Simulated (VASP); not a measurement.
# Al47N48 (a cell with a defect) in VASP: single point with PBEsol

Aim: the single point of Al47N48 (a cell with a defect) with PBEsol.

All numbers are computed with VASP 6.6.1; they aren't measurements. Logs are shortened: lines on timing, memory, paths and dates and some standing lists are left out, and cuts for length are marked.

### 1 The cell of the first run

The cell holds a defect, 95 atoms: a = 9.341 Å, b = 10.787 Å, c = 9.967 Å, α = 90.00°, β = 90.00°, γ = 90.00°.

### 2 Single point, PBEsol

Contents of INCAR:

```
SYSTEM = Al47N48
PREC     = Accurate       ! precision mode
ENCUT    = 520            ! plane-wave cutoff, eV
EDIFF    = 1E-6           ! SCF threshold, eV
ISMEAR   = -1             ! smearing method
SIGMA    = 0.05           ! smearing width, eV
LREAL    = Auto         
LASPH    = .TRUE.         ! aspherical terms in the spheres
NELM     = 120            ! most SCF steps
ALGO     = Normal         ! electronic algorithm
ISIF     = 2              ! what is computed and relaxed
LWAVE    = .FALSE.        ! write WAVECAR
LCHARG   = .FALSE.        ! write CHGCAR
GGA      = PS             ! functional
NELECT   = 384.0        
ISYM     = -1           
NBANDS   = 244            ! bands
GGA_COMPAT= .FALSE.
```

Contents of KPOINTS:

```
explicit points
1
Reciprocal
  0.25000000   0.25000000   0.25000000 1
```

Contents of POSCAR:

```
Al47N48
1.0
    9.3414480000      0.0000000000      0.0000000000
    0.0000000000     10.7865750000      0.0000000000
    0.0000000000      0.0000000000      9.9670570000
Al N
47 48
Direct
    0.1677550000      0.0846290000      0.2512120000
    0.1667380000      0.0837820000      0.7480750000
    0.0000480000      0.3350310000      0.2521470000
    0.0000600000      0.3343930000      0.7468720000
    0.5000630000      0.0831440000      0.2496130000
    0.5000760000      0.0837430000      0.7472120000
    0.3360030000      0.3343230000      0.2520710000
    0.3353900000      0.3339710000      0.7457280000
    0.1674080000      0.5824990000      0.2492460000
    0.1678450000      0.5823510000      0.7473720000
    0.0000720000      0.8331290000      0.2496240000
    0.0000640000      0.8322910000      0.7495010000
    0.8323770000      0.0846350000      0.2512120000
    0.8334050000      0.0837920000      0.7480660000
    0.6640980000      0.3343460000      0.2520870000
    0.6647140000      0.3339920000      0.7456890000
    0.5000840000      0.5807570000      0.2517960000
    0.5000740000      0.5813060000      0.7455550000
    0.3334380000      0.8315260000      0.2508440000
    0.3332840000      0.8327590000      0.7480790000
    0.8327520000      0.5825200000      0.2492440000
    0.8323190000      0.5823690000      0.7473710000
    0.6667080000      0.8315320000      0.2508330000
    0.6668600000      0.8327670000      0.7480760000
    0.0000770000      0.1693480000      0.4973950000
    0.0000850000      0.1675280000      0.9993920000
    0.3338420000      0.1698080000      0.4966880000
    0.3330190000      0.1663760000      0.9988610000
    0.1721010000      0.4149010000      0.4967710000
    0.1666990000      0.4158490000      0.9988690000
    0.0001100000      0.6647470000      0.4986050000
    0.0000970000      0.6653500000      0.9990020000
    0.6663460000      0.1698310000      0.4966650000
    0.6671770000      0.1663830000      0.9988650000
    0.5000990000      0.4164710000      0.9853240000
    0.3367920000      0.6647190000      0.4968740000
    0.3336060000      0.6667940000      0.9987950000
    0.1654070000      0.9165440000      0.4995420000
    0.1666080000      0.9167470000      0.9996710000
    0.8280680000      0.4149310000      0.4967500000
    0.8334830000      0.4158510000      0.9988650000
    0.6634200000      0.6647400000      0.4968610000
    0.6666040000      0.6667950000      0.9987800000
    0.5000900000      0.9153480000      0.4978710000
    0.5000920000      0.9165120000      0.9991180000
    0.8347660000      0.9165470000      0.4995280000
    0.8335680000      0.9167490000      0.9996660000
    0.0000710000      0.1672640000      0.1905300000
    0.0000910000      0.1668270000      0.6896160000
    0.3341090000      0.1643910000      0.1878740000
    0.3329080000      0.1648640000      0.6895040000
    0.1656210000      0.4175650000      0.1878210000
    0.1663050000      0.4168830000      0.6895300000
    0.0000880000      0.6669420000      0.1895780000
    0.0000850000      0.6664350000      0.6901100000
    0.6660340000      0.1644100000      0.1878880000
    0.6672540000      0.1648720000      0.6894810000
    0.5000710000      0.4166490000      0.1811280000
    0.5000330000      0.4165720000      0.7211810000
    0.3313280000      0.6669390000      0.1876700000
    0.3323790000      0.6676930000      0.6895020000
    0.1665760000      0.9168600000      0.1902050000
    0.1657050000      0.9162840000      0.6910180000
    0.8344970000      0.4175760000      0.1878300000
    0.8338590000      0.4169040000      0.6895200000
    0.6688550000      0.6669500000      0.1876450000
    0.6677780000      0.6677080000      0.6894920000
    0.5000850000      0.9151830000      0.1900350000
    0.5000760000      0.9160030000      0.6897540000
    0.8335870000      0.9168650000      0.1902050000
    0.8344550000      0.9163010000      0.6910100000
    0.1645120000      0.0806660000      0.4411710000
    0.1655390000      0.0824100000      0.9394700000
    0.0000340000      0.3361460000      0.4418400000
    0.0000760000      0.3330510000      0.9383230000
    0.5000730000      0.0811390000      0.4399060000
    0.5000960000      0.0824720000      0.9385490000
    0.3175000000      0.3240540000      0.4323360000
    0.3283160000      0.3301500000      0.9400680000
    0.1663520000      0.5840330000      0.4396580000
    0.1665840000      0.5833220000      0.9385060000
    0.0000740000      0.8316830000      0.4404020000
    0.0000790000      0.8325950000      0.9405460000
    0.8356260000      0.0806850000      0.4411720000
    0.8346370000      0.0824160000      0.9394580000
    0.6826230000      0.3240950000      0.4323420000
    0.6718650000      0.3301640000      0.9400390000
    0.5000990000      0.6021440000      0.4318610000
    0.5000990000      0.5888280000      0.9398630000
    0.3303410000      0.8355810000      0.4409850000
    0.3327650000      0.8343440000      0.9393490000
    0.8338570000      0.5841000000      0.4396470000
    0.8335980000      0.5833230000      0.9384930000
    0.6698180000      0.8355980000      0.4409710000
    0.6674000000      0.8343550000      0.9393400000
```

Potentials or basis: VASP PAW PBE potentials, release 64 (Al, N).

Launch:

```bash
cat potpaw_PBE.64/Al/POTCAR potpaw_PBE.64/N/POTCAR > POTCAR
mpirun -np 1 vasp_std > vasp.out
```

OUTCAR:

```text
SYSTEM = Al47N48
   PREC = Accurate
   ENCUT = 520
   EDIFF = 1E-6
   ISMEAR = -1
   LREAL = Auto
   LASPH = .TRUE.
   NELM = 120
   ISIF = 2
   GGA = PS
   NELECT = 384.0
   ISYM = -1

 ion  position               nearest neighbor table
   1  0.168  0.085  0.251-  50 1.89  72 1.89  48 1.90  62 1.91  27 3.04  25 3.05  38 3.07  28 3.08
                            26 3.09  39 3.09   5 3.10   7 3.12   3 3.12  11 3.13  13 3.13  19 3.14
   2  0.167  0.084  0.748-  51 1.87  49 1.89  63 1.89  73 1.91  38 3.06  28 3.07  26 3.08  25 3.09
                            39 3.09  27 3.09  14 3.11   6 3.11   4 3.12  20 3.12   8 3.12  12 3.13
   3  0.000  0.335  0.252-  74 1.89  64 1.90  52 1.90  48 1.91  25 3.03  40 3.04  29 3.04  41 3.09
                            30 3.09  21 3.09   9 3.09  26 3.10  13 3.12   1 3.12  15 3.14   7 3.14
   4  0.000  0.334  0.747-  65 1.88  53 1.88  49 1.90  75 1.91  25 3.06  41 3.08  30 3.08  29 3.09
                            40 3.09  26 3.09  22 3.10  10 3.10  14 3.12   2 3.12   8 3.13  16 3.13
   5  0.500  0.083  0.250-  50 1.88  56 1.88  76 1.90  68 1.91  27 3.06  33 3.06  44 3.07  45 3.08
                            28 3.08  34 3.08   1 3.10  13 3.10   7 3.11  15 3.11  19 3.13  23 3.13
   6  0.500  0.084  0.747-  51 1.88  57 1.88  69 1.90  77 1.91  44 3.08  27 3.08  33 3.08  28 3.09
                            34 3.09  45 3.09  16 3.11   8 3.11  14 3.11   2 3.11  24 3.12  20 3.12
   7  0.336  0.334  0.252-  78 1.81  58 1.91  52 1.94  50 1.94  29 3.01  27 3.02  15 3.06  17 3.07
                            30 3.11   9 3.11  28 3.11   5 3.11   1 3.12   3 3.14  35 3.19
   8  0.335  0.334  0.746-  59 1.79  53 1.90  51 1.91  79 1.94  35 2.98  29 3.04  27 3.05  16 3.08
                            18 3.08  10 3.10  30 3.10  28 3.10   6 3.11   2 3.12   4 3.13
   9  0.167  0.582  0.249-  52 1.88  60 1.88  80 1.90  54 1.90  29 3.06  36 3.06  31 3.07  30 3.08
[... 111 lines left out ...]
  82  0.000  0.832  0.440-  46 1.89  38 1.89  31 1.89  11 1.90
  83  0.000  0.833  0.941-  47 1.89  39 1.90  32 1.90  12 1.90
  84  0.836  0.081  0.441-  46 1.86  13 1.89  25 1.89  33 1.93
  85  0.835  0.082  0.939-  47 1.89  26 1.89  34 1.90  14 1.91
  86  0.683  0.324  0.432-  33 1.79  40 1.79  15 1.81
  87  0.672  0.330  0.940-  34 1.86  41 1.86  35 1.91  16 1.94
  88  0.500  0.602  0.432-  36 1.79  42 1.79  17 1.81
  89  0.500  0.589  0.940-  37 1.86  43 1.86  35 1.91  18 1.94
  90  0.330  0.836  0.441-  38 1.86  44 1.89  19 1.90  36 1.93
  91  0.333  0.834  0.939-  39 1.89  45 1.89  37 1.90  20 1.91
  92  0.834  0.584  0.440-  31 1.87  21 1.90  42 1.90  40 1.91
  93  0.834  0.583  0.938-  32 1.89  43 1.90  41 1.90  22 1.90
  94  0.670  0.836  0.441-  46 1.86  44 1.89  23 1.90  42 1.93
  95  0.667  0.834  0.939-  47 1.89  45 1.89  43 1.90  24 1.91

IMPORTANT INFORMATION: All symmetrisations will be switched off!
NOSYMM: (Re-)initialisation of all symmetry stuff for point group C_1.

----------------------------------------------------------------------------------------

                                     Primitive cell

  volume of cell :    1004.3029

  direct lattice vectors                    reciprocal lattice vectors
     9.341448000  0.000000000  0.000000000     0.107049785  0.000000000  0.000000000
     0.000000000 10.786575000  0.000000000     0.000000000  0.092707834  0.000000000
     0.000000000  0.000000000  9.967057000     0.000000000  0.000000000  0.100330519

  length of vectors
     9.341448000 10.786575000  9.967057000     0.107049785  0.092707834  0.100330519

  position of ions in fractional coordinates (direct lattice)
     0.167755000  0.084629000  0.251212000
     0.166738000  0.083782000  0.748075000
     0.000048000  0.335031000  0.252147000
     0.000060000  0.334393000  0.746872000
[... 216 lines left out ...]
   LASPH  =      T    aspherical Exc in radial PAW
   ENCUT  =  520.0 eV  38.22 Ry    6.18 a.u.  17.37 20.06 18.53*2*pi/ulx,y,z
   NELM   =    120;   NELMIN=  2; NELMDL= -5     # of ELM steps
   EDIFF  = 0.1E-05   stopping-criterion for ELM
   LREAL  =      T    real-space projection
   EDIFFG = 0.1E-04   stopping-criterion for IOM
   NSW    =      0    number of steps for IOM
   IBRION =     -1    ionic relax: 0-MD 1-quasi-New 2-CG
   NFREE  =      0    steps in history (QN), initial steepest desc. (CG)
   ISIF   =      2    stress and relaxation
   ISYM   =     -1    0-nonsym 1-usesym 2-fastsym
   POTIM  = 0.5000    time-step for ionic-motion
   TEBEG  =    0.0;   TEEND  =   0.0 temperature during run
   PSTRESS=    0.0 pullay stress
   NELECT =     384.0000    total number of electrons
   NUPDOWN=      -1.0000    fix difference up-down
   EMIN   =  10.00;   EMAX   =-10.00  energy-range for DOS
   EFERMI =   0.00;   METHOD = LEGACY
   ISMEAR =    -1;   SIGMA  =   0.05  broadening in eV -4-tet -1-fermi 0-gaus
   EFERMI_NEDOS =   21; number of points for ismear=-14 and -15
   IALGO  =     38    algorithm
   IMIX   =      4    mixing-type and parameters
     AMIX     =   0.40;   BMIX     =  1.00
     AMIX_MAG =   1.60;   BMIX_MAG =  1.00
  volume/ion in A,a.u.               =      10.57        71.34
  Fermi-wavevector in a.u.,A,eV,Ry     =   1.188220  2.245411 19.209626  1.411868
  Thomas-Fermi vector in A             =   2.324355
   LORBIT       =      0    0 simple, 1 ext, 2 COOP (PROOUT), +10 PAW based schemes
   GGA     = PS    functional components
   LHFCALC =     F    Hartree Fock is set to
   AEXX    =    0.0000 exact exchange contribution
   IVDW    =     0    specifies the selected vdW correction
   LEPSILON=     F    determine dielectric tensor
   LRPA    =     F    only Hartree local field effects (RPA)
 non-spin polarized calculation
  energy-cutoff  :      520.00
  volume of cell :     1004.30
 maximum number of plane-waves:     27045
 NGX is ok and might be reduce to    70
   NGX = 35   NGY = 41   NGZ = 37

 number of electron     383.9999984 magnetization

 Free energy of the ion-electron system (eV)
  ---------------------------------------------------
  ext. energy  EPLUGINS =         0.00000000
  ---------------------------------------------------
  free energy    TOTEN  =      -717.27681369 eV

  energy without entropy =     -717.27681369  energy(sigma->0) =     -717.27681369

 E-fermi :   8.4390     XC(G=0): -11.0667

 val. band max:        7.2120056570   @ k =   0.2500   0.2500   0.2500
 cond. band min:      10.7090958483   @ k =   0.2500   0.2500   0.2500
 fundamental gap:      3.4970901913
 Fermi energy:         8.4390449076

 k-point     1 :       0.2500    0.2500    0.2500
  band No.  band energies     occupation
      1      -9.2643      2.00000
      2      -8.8400      2.00000
      3      -8.7897      2.00000
      4      -8.7301      2.00000
      5      -8.3747      2.00000
      6      -8.3388      2.00000
[... 196 lines left out ...]
    203      11.6611      0.00000
    204      11.6889      0.00000
 [bands above 204 left out]

------------------------ aborting loop because EDIFF is reached ----------------------------------------

  FORCE on cell =-STRESS in cart. coord.  units (eV):
  Direction    XX          YY          ZZ          XY          YZ          ZX
  --------------------------------------------------------------------------------------
  -------------------------------------------------------------------------------------
  Total       35.7120491     35.8570562     32.8804188      0.2351771     -0.1349654     -0.0276880
  in kB       56.9718921     57.2032236     52.4545558      0.3751811     -0.2153121     -0.0441711
  external PRESSURE =      55.5432238 kB  Pullay stress =       0.0000000 kB

 VOLUME and BASIS-vectors are now :
 -----------------------------------------------------------------------------
  energy-cutoff  :      520.00
  volume of cell :     1004.30
      direct lattice vectors                 reciprocal lattice vectors
     9.341448000  0.000000000  0.000000000     0.107049785  0.000000000  0.000000000
     0.000000000 10.786575000  0.000000000     0.000000000  0.092707834  0.000000000
     0.000000000  0.000000000  9.967057000     0.000000000  0.000000000  0.100330519

 POSITION                                       TOTAL-FORCE (eV/Angst)
 -----------------------------------------------------------------------------------
      1.56707      0.91286      2.50384         0.004101      0.004119      0.002143
      1.55757      0.90372      7.45611         0.002239     -0.001062     -0.002542
      0.00045      3.61384      2.51316         0.001216     -0.002780     -0.000882
      0.00056      3.60696      7.44412         0.000581     -0.004289     -0.001510
      4.67131      0.89684      2.48791        -0.000428      0.000148      0.000730
      4.67143      0.90330      7.44750         0.001007      0.003845      0.002577
[... 87 lines left out ...]
      6.25707      9.01324      4.39518        -0.001842      0.001984      0.003569
      6.23448      8.99983      9.36246        -0.000175      0.000078      0.000697
 -----------------------------------------------------------------------------------
    total drift:                                0.002695      0.023876     -0.002758

  FREE ENERGIE OF THE ION-ELECTRON SYSTEM (eV)
  ---------------------------------------------------
  free  energy   TOTEN  =      -717.2768136895 eV

  energy  without entropy=     -717.2768136894  energy(sigma->0) =     -717.27681369
```

Wall time 11 min (1 thread of Intel Xeon Platinum 8488C (Sapphire Rapids), shared host); peak memory 0.89 GiB.

Results:

- Free energy: -717.2768 eV
- Largest force: 0.030 eV/Å

Forces on the atoms (eV/Å):
```
Al   0.004  0.004  0.002
Al   0.002 -0.001 -0.003
Al   0.001 -0.003 -0.001
Al   0.001 -0.004 -0.002
Al   0.000  0.000  0.001
Al   0.001  0.004  0.003
Al   0.005  0.010 -0.013
Al  -0.019 -0.012 -0.006
Al   0.000  0.004  0.000
Al   0.004  0.002 -0.003
Al   0.001 -0.002  0.003
Al   0.000  0.002  0.007
Al  -0.003  0.004  0.002
Al   0.000  0.000 -0.004
Al  -0.003  0.010 -0.015
Al   0.023 -0.012 -0.006
Al   0.000 -0.007 -0.016
Al   0.000  0.028 -0.008
Al  -0.005  0.001  0.002
Al  -0.004  0.006 -0.002
Al   0.000  0.002 -0.001
Al  -0.005  0.001 -0.004
Al   0.006  0.000  0.002
Al   0.006  0.006 -0.002
Al   0.000  0.003  0.004
Al   0.001 -0.003  0.001
Al   0.005 -0.020  0.003
Al  -0.004 -0.005 -0.006
Al  -0.013  0.019  0.009
Al   0.004 -0.007 -0.007
Al   0.000 -0.002 -0.001
Al   0.000  0.001  0.002
Al  -0.005 -0.020  0.004
Al   0.006 -0.003 -0.006
Al  -0.002 -0.006 -0.029
Al  -0.020  0.000  0.009
Al  -0.004 -0.002 -0.007
Al  -0.001 -0.008  0.003
Al   0.004 -0.003 -0.001
Al   0.014  0.018  0.011
Al  -0.004 -0.006 -0.007
Al   0.019 -0.001  0.010
Al   0.006 -0.001 -0.007
Al   0.000 -0.002  0.004
Al   0.000  0.000  0.001
Al   0.002 -0.008  0.003
Al  -0.002 -0.003 -0.001
N   -0.001 -0.002  0.002
N   -0.002 -0.002  0.001
N   -0.003 -0.003 -0.002
N   -0.006  0.000 -0.001
N   -0.002  0.003  0.000
N   -0.001 -0.006 -0.006
N    0.000  0.000  0.004
N    0.000 -0.001 -0.002
N    0.002 -0.003 -0.002
N    0.003  0.001 -0.002
N    0.000  0.002  0.001
N    0.001 -0.002 -0.010
N   -0.001  0.001 -0.001
N    0.005  0.002 -0.005
N    0.001 -0.001  0.003
N   -0.001  0.003 -0.003
N    0.002  0.002  0.000
N   -0.003 -0.005 -0.006
N   -0.001  0.001 -0.001
N   -0.005  0.001 -0.005
N   -0.002  0.001  0.003
N    0.000  0.002 -0.002
N   -0.002  0.000  0.003
N   -0.001  0.002 -0.004
N    0.001  0.000  0.004
N   -0.002  0.001  0.003
N   -0.001  0.003  0.005
N   -0.001  0.001  0.005
N    0.000 -0.004  0.007
N   -0.001  0.001  0.004
N    0.006  0.007  0.008
N    0.004  0.003  0.003
N   -0.001  0.000  0.006
N    0.001  0.000  0.004
N    0.001  0.003  0.005
N   -0.001  0.000 -0.001
N    0.000  0.000  0.004
N    0.000  0.000  0.003
N   -0.005  0.007  0.009
N   -0.005  0.002  0.004
N    0.000 -0.010  0.007
N    0.000 -0.003  0.006
N    0.002  0.004  0.004
N    0.000  0.000  0.001
N    0.002  0.000  0.007
N    0.000 -0.001  0.004
N   -0.002  0.002  0.004
N    0.000  0.000  0.001
```

Levels at points of the mesh, in eV from the Fermi level:
| k point | band 190 | band 191 | band 192 | band 193 | band 194 | band 195 |
| --- | --- | --- | --- | --- | --- | --- |
| (0.25, 0.25, 0.25) | -1.49 | -1.43 | -1.23 | 2.27 | 2.46 | 2.56 |

Caveat: the cell carries a net charge on a neutralising background, which shifts energy and pressure; the cell is charged against a uniform background, so pressure and absolute levels hang on convention; the PAW data sets were made with another functional, which shifts forces and pressure a little.
